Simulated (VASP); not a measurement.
# LuSc4Se3 (Pm-3m) in VASP: notebook

The runs below take LuSc4Se3 through relaxation of cell and atoms, single point, with PBE.

Program: VASP 6.6.1. These are calculated values, not measurements. Logs are shortened: lines on timing, memory, paths and dates and some standing lists are left out, and cuts for length are marked.

### 1 The cell of the first run

Symmetry: Pm-3m, No. 221, cubic system. Conventional cell: a = 4.860 Å, b = 4.860 Å, c = 4.860 Å, α = 90.00°, β = 90.00°, γ = 90.00°. Within 3.2 Å of Lu (site symmetry m-3m) lie 6 Sc at 2.43 Å. Sc (site symmetry 4/mmm) has 2 Lu at 2.43 Å and 4 Se at 2.43 Å within 3.2 Å. Sc (site symmetry m-3m) has 6 Se at 2.43 Å within 3.2 Å. Se (site symmetry 4/mmm) has 6 Sc at 2.43 Å within 3.2 Å.

The cell was built from a structure type or drawn by symmetry, and may not be a known phase.

### 2 Relaxation of cell and atoms, PBE

Contents of INCAR:

```
SYSTEM = LuSc4Se3
ALGO     = Normal         ! electronic algorithm
EDIFF    = 1E-6           ! SCF threshold, eV
EDIFFG   = -0.04          ! ionic threshold
ENCUT    = 600            ! plane-wave cutoff, eV
GGA      = PE             ! functional
IBRION   = 2              ! ionic algorithm
ISIF     = 3              ! what is computed and relaxed
ISMEAR   = 0              ! smearing method
LASPH    = .TRUE.         ! aspherical terms in the spheres
LCHARG   = .FALSE.        ! write CHGCAR
LREAL    = .FALSE.        ! projectors in reciprocal space
LWAVE    = .FALSE.        ! write WAVECAR
NELM     = 80             ! most SCF steps
NSW      = 90             ! ionic steps
PREC     = Accurate       ! precision mode
SIGMA    = 0.1            ! smearing width, eV
```

Contents of KPOINTS:

```
k-points
0
G
  4 4 4
  0 0 0
```

Contents of POSCAR:

```
LuSc4Se3
1.0
    4.8595379200      0.0000000000      0.0000000000
    0.0000000000      4.8595379200      0.0000000000
    0.0000000000      0.0000000000      4.8595379200
Lu Sc Se
1 4 3
Direct
    0.0000000000      0.0000000000      0.0000000000
    0.5000000000      0.0000000000      0.0000000000
    0.0000000000      0.5000000000      0.0000000000
    0.0000000000      0.0000000000      0.5000000000
    0.5000000000      0.5000000000      0.5000000000
    0.0000000000      0.5000000000      0.5000000000
    0.5000000000      0.0000000000      0.5000000000
    0.5000000000      0.5000000000      0.0000000000
```

Potentials or basis: VASP PAW PBE potentials, release 64 (Lu, Sc_sv, Se).

On the command line:

```console
$ cat potpaw_PBE.64/Lu/POTCAR potpaw_PBE.64/Sc_sv/POTCAR potpaw_PBE.64/Se/POTCAR > POTCAR
$ mpirun -np 1 vasp_std > vasp.out
```

OUTCAR:

```text
SYSTEM = LuSc4Se3
   EDIFF = 1E-6
   EDIFFG = -0.04
   ENCUT = 600
   GGA = PE
   IBRION = 2
   ISIF = 3
   ISMEAR = 0
   LASPH = .TRUE.
   LREAL = .FALSE.
   NELM = 80
   NSW = 90
   PREC = Accurate

 ion  position               nearest neighbor table
   1  0.000  0.000  0.000-   2 2.43   3 2.43   4 2.43   4 2.43   3 2.43   2 2.43
   2  0.500  0.000  0.000-   1 2.43   7 2.43   8 2.43   7 2.43   8 2.43   1 2.43
   3  0.000  0.500  0.000-   1 2.43   6 2.43   8 2.43   6 2.43   1 2.43   8 2.43
   4  0.000  0.000  0.500-   1 2.43   6 2.43   7 2.43   1 2.43   6 2.43   7 2.43
   5  0.500  0.500  0.500-   6 2.43   7 2.43   8 2.43   8 2.43   7 2.43   6 2.43
   6  0.000  0.500  0.500-   3 2.43   4 2.43   5 2.43   3 2.43   4 2.43   5 2.43
   7  0.500  0.000  0.500-   2 2.43   4 2.43   5 2.43   2 2.43   5 2.43   4 2.43
   8  0.500  0.500  0.000-   2 2.43   3 2.43   5 2.43   5 2.43   2 2.43   3 2.43

  LATTYP: Found a simple cubic cell.
 ALAT       =     4.8595379200

  Lattice vectors:

 A1 = (   4.8595379200,   0.0000000000,   0.0000000000)
 A2 = (   0.0000000000,   4.8595379200,   0.0000000000)
 A3 = (   0.0000000000,   0.0000000000,   4.8595379200)

Analysis of symmetry for initial positions (statically):
=====================================================================
 Subroutine PRICEL returns:
 Original cell was already a primitive cell.

 Routine SETGRP: Setting up the symmetry group for a
 simple cubic supercell.

 Subroutine GETGRP returns: Found 48 space group operations
 (whereof 48 operations were pure point group operations)
 out of a pool of 48 trial point group operations.

The static configuration has the point symmetry O_h .

Analysis of symmetry for dynamics (positions and initial velocities):
=====================================================================
 Subroutine PRICEL returns:
 Original cell was already a primitive cell.

 Routine SETGRP: Setting up the symmetry group for a
 simple cubic supercell.

 Subroutine GETGRP returns: Found 48 space group operations
 (whereof 48 operations were pure point group operations)
 out of a pool of 48 trial point group operations.

The dynamic configuration has the point symmetry O_h .

 Subroutine INISYM returns: Found 48 space group operations
 (whereof 48 operations are pure point group operations),
 and found     1 'primitive' translations

----------------------------------------------------------------------------------------

                                     Primitive cell

  volume of cell :     114.7585

  direct lattice vectors                    reciprocal lattice vectors
     4.859537920  0.000000000  0.000000000     0.205780882  0.000000000  0.000000000
     0.000000000  4.859537920  0.000000000     0.000000000  0.205780882  0.000000000
     0.000000000  0.000000000  4.859537920     0.000000000  0.000000000  0.205780882

  length of vectors
     4.859537920  4.859537920  4.859537920     0.205780882  0.205780882  0.205780882

  position of ions in fractional coordinates (direct lattice)
     0.000000000  0.000000000  0.000000000
     0.500000000  0.000000000  0.000000000
     0.000000000  0.500000000  0.000000000
     0.000000000  0.000000000  0.500000000
     0.500000000  0.500000000  0.500000000
     0.000000000  0.500000000  0.500000000
     0.500000000  0.000000000  0.500000000
     0.500000000  0.500000000  0.000000000

  ion indices of the primitive-cell ions
   primitive index   ion index
                 1           1
                 2           2
                 3           3
                 4           4
                 5           5
                 6           6
                 7           7
                 8           8

----------------------------------------------------------------------------------------

 KPOINTS: k-points

Automatic generation of k-mesh.
 Grid dimensions read from file:
 generate k-points for:    4    4    4

 Generating k-lattice:

  Cartesian coordinates                     Fractional coordinates (reciprocal lattice)
     0.051445221  0.000000000  0.000000000     0.250000000  0.000000000  0.000000000
     0.000000000  0.051445221  0.000000000     0.000000000  0.250000000  0.000000000
     0.000000000  0.000000000  0.051445221     0.000000000  0.000000000  0.250000000

  Length of vectors
     0.051445221  0.051445221  0.051445221

  Shift w.r.t. Gamma in fractional coordinates (k-lattice)
     0.000000000  0.000000000  0.000000000

 Subroutine IBZKPT returns following result:
 ===========================================

 Found     10 irreducible k-points:

 Following reciprocal coordinates:
            Coordinates               Weight
  0.000000  0.000000  0.000000      1.000000
  0.250000  0.000000  0.000000      6.000000
  0.500000  0.000000  0.000000      3.000000
  0.250000  0.250000  0.000000     12.000000
  0.500000  0.250000  0.000000     12.000000
  0.500000  0.500000  0.000000      3.000000
  0.250000  0.250000  0.250000      8.000000
  0.500000  0.250000  0.250000     12.000000
  0.500000  0.500000  0.250000      6.000000
  0.500000  0.500000  0.500000      1.000000
   k-points           NKPTS =     10   k-points in BZ     NKDIM =     10   number of bands    NBANDS=     52
   number of dos      NEDOS =    301   number of ions     NIONS =      8
   total plane-waves  NPLWV =  64000
   dimension x,y,z NGX =    40 NGY =   40 NGZ =   40
   dimension x,y,z NGXF=    80 NGYF=   80 NGZF=   80
   ions per type =               1   4   3
   NGX,Y,Z   is equivalent  to a cutoff of  13.68, 13.68, 13.68 a.u.
   NGXF,Y,Z  is equivalent  to a cutoff of  27.37, 27.37, 27.37 a.u.
 SYSTEM =  LuSc4Se3
   PREC   = accura    normal or accurate (medium, high low for compatibility)
   ISTART =      0    job   : 0-new  1-cont  2-samecut
   ICHARG =      2    charge: 1-file 2-atom 10-const
   ISPIN  =      1    spin polarized calculation?
   LNONCOLLINEAR =      F non collinear calculations
   LSORBIT =      F    spin-orbit coupling
   LASPH  =      T    aspherical Exc in radial PAW
   ENCUT  =  600.0 eV  44.10 Ry    6.64 a.u.   9.71  9.71  9.71*2*pi/ulx,y,z
   NELM   =     80;   NELMIN=  2; NELMDL= -5     # of ELM steps
   EDIFF  = 0.1E-05   stopping-criterion for ELM
   LREAL  =      F    real-space projection
   EDIFFG = -.4E-01   stopping-criterion for IOM
   NSW    =     90    number of steps for IOM
   IBRION =      2    ionic relax: 0-MD 1-quasi-New 2-CG
   NFREE  =      1    steps in history (QN), initial steepest desc. (CG)
   ISIF   =      3    stress and relaxation
   ISYM   =      2    0-nonsym 1-usesym 2-fastsym
   POTIM  = 0.5000    time-step for ionic-motion
   TEBEG  =    0.0;   TEEND  =   0.0 temperature during run
   PSTRESS=    0.0 pullay stress
   NELECT =      87.0000    total number of electrons
   NUPDOWN=      -1.0000    fix difference up-down
   EMIN   =  10.00;   EMAX   =-10.00  energy-range for DOS
   EFERMI =   0.00;   METHOD = LEGACY
   ISMEAR =     0;   SIGMA  =   0.10  broadening in eV -4-tet -1-fermi 0-gaus
   EFERMI_NEDOS =   21; number of points for ismear=-14 and -15
   IALGO  =     38    algorithm
   IMIX   =      4    mixing-type and parameters
     AMIX     =   0.40;   BMIX     =  1.00
     AMIX_MAG =   1.60;   BMIX_MAG =  1.00
  volume/ion in A,a.u.               =      14.34        96.80
  Fermi-wavevector in a.u.,A,eV,Ry     =   1.492747  2.820883 30.317784  2.228294
  Thomas-Fermi vector in A             =   2.605236
   LORBIT       =      0    0 simple, 1 ext, 2 COOP (PROOUT), +10 PAW based schemes
   GGA     = PE    functional components
   LHFCALC =     F    Hartree Fock is set to
   AEXX    =    0.0000 exact exchange contribution
   IVDW    =     0    specifies the selected vdW correction
   LEPSILON=     F    determine dielectric tensor
   LRPA    =     F    only Hartree local field effects (RPA)
 conjugate gradient relaxation of ions
 non-spin polarized calculation
 Gauss-broadening in eV      SIGMA  =   0.10
  energy-cutoff  :      600.00
  volume of cell :      114.76
 maximum number of plane-waves:      3887
 NGX is ok and might be reduce to    40
   NGX = 19   NGY = 19   NGZ = 19

--------------------------------------- Ionic step        1  -------------------------------------------

 number of electron      87.0000008 magnetization

 Free energy of the ion-electron system (eV)
  ---------------------------------------------------
  ext. energy  EPLUGINS =         0.00000000
  ---------------------------------------------------
  free energy    TOTEN  =       -35.97155198 eV

  energy without entropy =      -35.91985209  energy(sigma->0) =      -35.94570203

------------------------ aborting loop because EDIFF is reached ----------------------------------------

  FORCE on cell =-STRESS in cart. coord.  units (eV):
  Direction    XX          YY          ZZ          XY          YZ          ZX
  --------------------------------------------------------------------------------------
  -------------------------------------------------------------------------------------
  Total       50.7424873     50.7424873     50.7424873     -0.0000000     -0.0000000      0.0000000
  in kB      708.4307574    708.4307574    708.4307574     -0.0000000     -0.0000000      0.0000000
  external PRESSURE =     708.4307574 kB  Pullay stress =       0.0000000 kB
[... 27 lines left out ...]
  energy  without entropy=      -35.9198520864  energy(sigma->0) =      -35.94570203

--------------------------------------- Ionic step        2  -------------------------------------------

 number of electron      86.9999892 magnetization

 E-fermi :   2.6907     XC(G=0):  -8.7616

 val. band max:        2.6793486201   @ k =   0.5000   0.5000   0.0000
 cond. band min:       2.7117263153   @ k =   0.2500   0.2500   0.2500
 fundamental gap:      0.0323776952
 Fermi energy:         2.6907345443

 k-point     1 :       0.0000    0.0000    0.0000
  band No.  band energies     occupation
      1     -53.7542      2.00000
      2     -48.9133      2.00000
      3     -47.7553      2.00000
      4     -47.7552      2.00000
      5     -47.7552      2.00000
      6     -27.4961      2.00000
[... 578 lines left out ...]
  energy  without entropy=      -42.5201781397  energy(sigma->0) =      -42.55450325

--------------------------------------- Ionic step        3  -------------------------------------------

 number of electron      87.0000021 magnetization

 Free energy of the ion-electron system (eV)
  ---------------------------------------------------
  ext. energy  EPLUGINS =         0.00000000
  ---------------------------------------------------
  free energy    TOTEN  =       -45.69297301 eV

  energy without entropy =      -45.65611264  energy(sigma->0) =      -45.67454283

 E-fermi :   5.1999     XC(G=0): -10.2326

 val. band max:        5.1347748343   @ k =   0.5000   0.2500   0.2500
 cond. band min:       5.2285922140   @ k =   0.5000   0.2500   0.2500
 fundamental gap:      0.0938173797
 Fermi energy:         5.1998774993

 k-point     1 :       0.0000    0.0000    0.0000
  band No.  band energies     occupation
      1     -50.7327      2.00000
      2     -45.7808      2.00000
      3     -44.5688      2.00000
      4     -44.5664      2.00000
      5     -44.5664      2.00000
      6     -24.4162      2.00000
[... 574 lines left out ...]
  FREE ENERGIE OF THE ION-ELECTRON SYSTEM (eV)
  ---------------------------------------------------
  free  energy   TOTEN  =       -45.6929730134 eV

  energy  without entropy=      -45.6561126414  energy(sigma->0) =      -45.67454283

 reached required accuracy - stopping structural energy minimisation
```

It took 4.2 min on 1 thread of AMD EPYC 9R45 (Zen 5), shared host; peak memory 0.26 GiB.

What came out:

| Property | Result |
| --- | --- |
| Free energy | -45.6930 eV |
| Relaxed volume | 22.53 Å³/atom |
| Relaxed cell | a = 5.649 Å, b = 5.649 Å, c = 5.649 Å, α = 90.00°, β = 90.00°, γ = 90.00° |
| Space group after relaxing (to 0.1 Å) | Pm-3m (No. 221) |
| Energy gained by relaxing | 1215.2 meV/atom |
| Ionic steps | 3 |
| Pressure after relaxing | -0.1 GPa |
| Band gap on the k mesh | zero (an odd number of electrons rules out a gap without spin polarisation) |

The path:
```tsv
step	energy change (eV)	largest force (eV/Å)	pressure (GPa)	volume (Å³)
1	0.0000	0.0000	70.84	114.76
2	-6.6173	0.0000	-9.64	255.63
3	-9.7214	0.0000	-0.10	180.24
```

Final structure:
```
CELL_PARAMETERS angstrom
5.64873 0.00000 0.00000
0.00000 5.64873 0.00000
0.00000 0.00000 5.64873
ATOMIC_POSITIONS crystal
Lu 0.00000 0.00000 0.00000
Sc 0.50000 0.00000 0.00000
Sc 0.00000 0.50000 0.00000
Sc 0.00000 0.00000 0.50000
Sc 0.50000 0.50000 0.50000
Se 0.00000 0.50000 0.50000
Se 0.50000 0.00000 0.50000
Se 0.50000 0.50000 0.00000
```

Levels at points of the mesh, in eV from the Fermi level:
```tsv
k point	band 40	band 41	band 42	band 43	band 44	band 45	band 46	band 47
(0.00, 0.00, 0.00)	-2.99	-1.88	-1.88	-1.88	-0.66	-0.66	-0.23	-0.23
(0.50, 0.00, 0.00)	-2.16	-1.46	-0.85	-0.52	0.25	0.25	0.41	0.50
(0.50, 0.50, 0.00)	-1.73	-0.54	0.34	0.34	0.41	0.52	0.52	0.91
(0.50, 0.50, 0.50)	-2.12	0.28	0.28	0.28	0.70	0.70	0.70	1.14
```

Caveat: the volume moved by over 15 % at a fixed basis, so the end points are rough; spin-orbit coupling is left out, which moves the levels of the heavy elements.

(Continued in part 2 of 3.)
